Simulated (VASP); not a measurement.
# LiCl (Fm-3m) in VASP: dielectric tensor with PBE

Aim: the dielectric tensor of LiCl with PBE.

Everything below comes from runs of VASP 6.6.1. Logs are shortened: lines on timing, memory, paths and dates and some standing lists are left out, and cuts for length are marked.

## Step 1: The cell of the first run

Symmetry: Fm-3m, No. 225, cubic system. Conventional cell: a = 5.130 Å, b = 5.130 Å, c = 5.130 Å, α = 90.00°, β = 90.00°, γ = 90.00°. Li (site symmetry m-3m) has 6 Cl at 2.56 Å within 3.4 Å. Within 3.4 Å of Cl (site symmetry m-3m) lie 6 Li at 2.56 Å.

## Step 2: Dielectric tensor, PBE

INCAR

```
  PREC = Accurate
  ENCUT = 650
  EDIFF = 1E-8
  ISMEAR = 0
  SIGMA = 0.01
  LREAL = False
  LASPH = True
  NELM = 120
  ALGO = Normal
  ISIF = 2
  LWAVE = False
  LCHARG = False
  GGA = PE
  LEPSILON = True
  GGA_COMPAT = False
```

KPOINTS

```
Automatic mesh
0
Gamma
  3 3 3
```

POSCAR

```
LiCl
1.0
    0.0000000000      2.5647700000      2.5647700000
    2.5647700000      0.0000000000      2.5647700000
    2.5647700000      2.5647700000      0.0000000000
Li Cl
1 1
Direct
    0.0000000000      0.0000000000      0.0000000000
    0.5000000000      0.5000000000      0.5000000000
```

Potentials or basis: VASP PAW PBE potentials, release 64 (Li_sv, Cl).

Started as:

```sh
$ cat potpaw_PBE.64/Li_sv/POTCAR potpaw_PBE.64/Cl/POTCAR > POTCAR
$ mpirun -np 1 vasp_std > vasp.out
```

OUTCAR:

```text
PREC = Accurate
   ENCUT = 650
   EDIFF = 1E-8
   ISMEAR = 0
   LREAL = False
   LASPH = True
   NELM = 120
   ISIF = 2
   GGA = PE
   LEPSILON = True

 ion  position               nearest neighbor table
   1  0.000  0.000  0.000-   2 2.56   2 2.56   2 2.56   2 2.56   2 2.56   2 2.56
   2  0.500  0.500  0.500-   1 2.56   1 2.56   1 2.56   1 2.56   1 2.56   1 2.56

  LATTYP: Found a face centered cubic cell.
 ALAT       =     5.1295400000

  Lattice vectors:

 A1 = (   0.0000000000,   2.5647700000,   2.5647700000)
 A2 = (   2.5647700000,   0.0000000000,   2.5647700000)
 A3 = (   2.5647700000,   2.5647700000,   0.0000000000)

Analysis of symmetry for initial positions (statically):
=====================================================================
 Subroutine PRICEL returns:
 Original cell was already a primitive cell.

 Routine SETGRP: Setting up the symmetry group for a
 face centered cubic supercell.

 Subroutine GETGRP returns: Found 48 space group operations
 (whereof 48 operations were pure point group operations)
 out of a pool of 48 trial point group operations.

The static configuration has the point symmetry O_h .

Analysis of symmetry for dynamics (positions and initial velocities):
=====================================================================
 Subroutine PRICEL returns:
 Original cell was already a primitive cell.

 Routine SETGRP: Setting up the symmetry group for a
 face centered cubic supercell.

 Subroutine GETGRP returns: Found 48 space group operations
 (whereof 48 operations were pure point group operations)
 out of a pool of 48 trial point group operations.

The dynamic configuration has the point symmetry O_h .

 Subroutine INISYM returns: Found 48 space group operations
 (whereof 48 operations are pure point group operations),
 and found     1 'primitive' translations

----------------------------------------------------------------------------------------

                                     Primitive cell

  volume of cell :      33.7423

  direct lattice vectors                    reciprocal lattice vectors
     0.000000000  2.564770000  2.564770000    -0.194949255  0.194949255  0.194949255
     2.564770000  0.000000000  2.564770000     0.194949255 -0.194949255  0.194949255
     2.564770000  2.564770000  0.000000000     0.194949255  0.194949255 -0.194949255

  length of vectors
     3.627132518  3.627132518  3.627132518     0.337662014  0.337662014  0.337662014

  position of ions in fractional coordinates (direct lattice)
     0.000000000  0.000000000  0.000000000
     0.500000000  0.500000000  0.500000000

  ion indices of the primitive-cell ions
   primitive index   ion index
                 1           1
                 2           2

----------------------------------------------------------------------------------------

 KPOINTS: Automatic mesh

Automatic generation of k-mesh.
 Grid dimensions read from file:
 generate k-points for:    3    3    3

 Generating k-lattice:

  Cartesian coordinates                     Fractional coordinates (reciprocal lattice)
    -0.064983085  0.064983085  0.064983085     0.333333333  0.000000000  0.000000000
     0.064983085 -0.064983085  0.064983085     0.000000000  0.333333333  0.000000000
     0.064983085  0.064983085 -0.064983085     0.000000000  0.000000000  0.333333333

  Length of vectors
     0.112554005  0.112554005  0.112554005

  Shift w.r.t. Gamma in fractional coordinates (k-lattice)
     0.000000000  0.000000000  0.000000000

 Subroutine IBZKPT returns following result:
 ===========================================

 Found      4 irreducible k-points:

 Following reciprocal coordinates:
[... 51 lines left out ...]
   IVDW    =     0    specifies the selected vdW correction
   LEPSILON=     T    determine dielectric tensor
   LRPA    =     F    only Hartree local field effects (RPA)
 non-spin polarized calculation
 Gauss-broadening in eV      SIGMA  =   0.01
  energy-cutoff  :      650.00
  volume of cell :       33.74
 maximum number of plane-waves:      1276
 NGX is ok and might be reduce to    30
   NGX = 15   NGY = 15   NGZ = 15

--------------------------------------- Ionic step        1  -------------------------------------------

 number of electron      10.0000004 magnetization

 E-fermi :   0.6722     XC(G=0):  -8.7161

 val. band max:        0.6165499963   @ k =   0.0000   0.0000   0.0000
 cond. band min:       6.9410162924   @ k =   0.0000   0.0000   0.0000
 fundamental gap:      6.3244662962
 Fermi energy:         0.6722276560

 k-point     1 :       0.0000    0.0000    0.0000
  band No.  band energies     occupation
      1     -42.9625      2.00000
      2     -12.7764      2.00000
      3       0.6165      2.00000
      4       0.6165      2.00000
      5       0.6165      2.00000
      6       6.9410      0.00000
      7      12.5355      0.00000
      8      12.5355      0.00000
      9      12.5355      0.00000
[... 25 lines left out ...]
 k-point     4 :      -0.3333    0.3333    0.0000
  band No.  band energies     occupation
      1     -42.9593      2.00000
      2     -12.0296      2.00000
      3      -1.5704      2.00000
      4      -1.4190      2.00000
      5      -0.0320      2.00000
      6       8.7342      0.00000
      7      11.1896      0.00000
      8      11.5567      0.00000
      9      11.6011      0.00000

  FORCE on cell =-STRESS in cart. coord.  units (eV):
  Direction    XX          YY          ZZ          XY          YZ          ZX
  --------------------------------------------------------------------------------------
  -------------------------------------------------------------------------------------
  Total        0.2092397      0.2092397      0.2092397      0.0000000      0.0000000     -0.0000000
  in kB        9.9352658      9.9352658      9.9352658      0.0000000      0.0000000     -0.0000000
  external PRESSURE =       9.9352658 kB  Pullay stress =       0.0000000 kB

 VOLUME and BASIS-vectors are now :
 -----------------------------------------------------------------------------
  energy-cutoff  :      650.00
  volume of cell :       33.74
      direct lattice vectors                 reciprocal lattice vectors
     0.000000000  2.564770000  2.564770000    -0.194949255  0.194949255  0.194949255
     2.564770000  0.000000000  2.564770000     0.194949255 -0.194949255  0.194949255
     2.564770000  2.564770000  0.000000000     0.194949255  0.194949255 -0.194949255

 POSITION                                       TOTAL-FORCE (eV/Angst)
 -----------------------------------------------------------------------------------
      0.00000      0.00000      0.00000        -0.000000     -0.000000     -0.000000
      2.56477      2.56477      2.56477         0.000000      0.000000      0.000000
 -----------------------------------------------------------------------------------
    total drift:                               -0.000000     -0.000000      0.000000

  FREE ENERGIE OF THE ION-ELECTRON SYSTEM (eV)
  ---------------------------------------------------
  free  energy   TOTEN  =        -7.3324165755 eV

  energy  without entropy=       -7.3324165755  energy(sigma->0) =       -7.33241658

 HEAD OF MICROSCOPIC STATIC DIELECTRIC TENSOR (INDEPENDENT PARTICLE, excluding Hartree and local field effects)
 ------------------------------------------------------
           3.604713    -0.000000    -0.000000
          -0.000000     3.604713    -0.000000
           0.000000     0.000000     3.604713
 ------------------------------------------------------

 Free energy of the ion-electron system (eV)
  ---------------------------------------------------
  ---------------------------------------------------
  free energy    TOTEN  =        -0.24340464 eV

  energy without entropy =       -0.24340464

------------------------ aborting loop because EDIFF is reached ----------------------------------------

--------------------------------------- Ionic step        2  -------------------------------------------

------------------------ aborting loop because EDIFF is reached ----------------------------------------

--------------------------------------- Ionic step        3  -------------------------------------------

 Free energy of the ion-electron system (eV)
  ---------------------------------------------------
  ---------------------------------------------------
  free energy    TOTEN  =        -0.24340468 eV

  energy without entropy =       -0.24340468

------------------------ aborting loop because EDIFF is reached ----------------------------------------

 PIEZOELECTRIC TENSOR FIELD DIRECTION 3  (e Angst)
 -----------------------------------------------------------------------------
    -0.00026  0.00000 -0.00000           (  0.00000  0.00000  0.00000)
     0.00000 -0.00026 -0.00000           (  0.00000  0.00000 -0.00000)
    -0.00000 -0.00000  0.00043           (  0.00000 -0.00000 -0.00000)

 PIEZOELECTRIC TENSOR FIELD DIRECTION 3  (C/m^2)
 -----------------------------------------------------------------------------
    -0.00012  0.00000 -0.00000
     0.00000 -0.00012 -0.00000
    -0.00000 -0.00000  0.00021

 MACROSCOPIC STATIC DIELECTRIC TENSOR (including local field effects in DFT)
 ------------------------------------------------------
           3.317468    -0.000000     0.000000
          -0.000000     3.317468     0.000000
           0.000000     0.000000     3.317468
 ------------------------------------------------------

 PIEZOELECTRIC TENSOR (including local field effects)  for field in x, y, z        (e  Angst)
          XX          YY          ZZ          XY          YZ          ZX
  --------------------------------------------------------------------------------
  x     0.00000     0.00000     0.00000     0.00000     0.00000     0.00000
  y     0.00000     0.00000     0.00000     0.00000     0.00000     0.00000
  z     0.00000     0.00000     0.00000     0.00000     0.00000     0.00000

 PIEZOELECTRIC TENSOR (including local field effects)  for field in x, y, z        (C/m^2)
          XX          YY          ZZ          XY          YZ          ZX
  --------------------------------------------------------------------------------
  x     0.00000     0.00000     0.00000     0.00000     0.00000     0.00000
  y     0.00000     0.00000     0.00000     0.00000     0.00000     0.00000
  z     0.00000     0.00000     0.00000     0.00000     0.00000     0.00000

 BORN EFFECTIVE CHARGES (including local field effects) (in |e|, cummulative output)
 ---------------------------------------------------------------------------------
 ion    1
    1     1.37245     0.00000     0.00000
    2     0.00000     1.37245     0.00000
    3     0.00000     0.00000     1.37245
 ion    2
    1    -1.37245     0.00000     0.00000
    2     0.00000    -1.37245     0.00000
    3     0.00000     0.00000    -1.37245
```

It took 32 s on 1 thread of AMD EPYC 9R45 (Zen 5), shared host; peak memory 0.13 GiB.

Results:

```
Band gap on the k mesh                  : 6.32 eV
Electronic dielectric tensor (diagonal) : 3.32
Born charges (mean of the diagonal)     : Li +1.37; Cl -1.37 e
```

Levels at points of the mesh, in eV from the valence-band top:
| k point | band 1 | band 2 | band 3 | band 4 | band 5 | band 6 | band 7 | band 8 | band 9 |
| --- | --- | --- | --- | --- | --- | --- | --- | --- | --- |
| (0.00, 0.00, 0.00) | -43.58 | -13.39 | 0.00 | 0.00 | 0.00 | 6.32 | 11.92 | 11.92 | 11.92 |

Electronic dielectric tensor:
```
3.32 0.00 0.00
0.00 3.32 0.00
0.00 0.00 3.32
```

Born effective charge tensors (e):
atom 1, Li
```
1.37 0.00 0.00
0.00 1.37 0.00
0.00 0.00 1.37
```
atom 2, Cl
```
-1.37  0.00  0.00
 0.00 -1.37  0.00
 0.00  0.00 -1.37
```

Caveat: the k points lie up to 0.71 Å⁻¹ apart.
